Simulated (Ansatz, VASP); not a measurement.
**AlAs in VASP and in Ansatz**

```xyz
2
Lattice="0.0000 2.8382 2.8382 2.8382 0.0000 2.8382 2.8382 2.8382 0.0000" Properties=species:S:1:pos:R:3 pbc="T T T"
Al    0.0000    0.0000    0.0000
As    1.4191    1.4191    1.4191
```

Alike in both runs: task single point; functional r2SCAN; k mesh 8 × 8 × 8; occupations gaussian, width 0.02 eV; no spin polarisation.

|  | VASP | Ansatz |
| --- | --- | --- |
| version | VASP 6.6.1 | Ansatz 0.2.0 |
| potentials or method | VASP PAW PBE potentials, release 64 (Al, As), cutoff 550 eV | scalar-relativistic, plane waves, PAW |
| valence electrons in the cell | 8 | 18 |

```csv
,VASP,Ansatz,Ansatz less VASP
gap on the k mesh at the Fermi level (eV),1.80,1.81,+0.009
least direct gap on the mesh (eV),2.64,2.63,-0.003
pressure (GPa),0.0,0.0,-0.02
```

VASP's potentials were made for PBE, not for r2SCAN. VASP's potentials hold 8 valence electrons a cell and Ansatz's 18, so a difference there can come from the potentials and not from the codes.
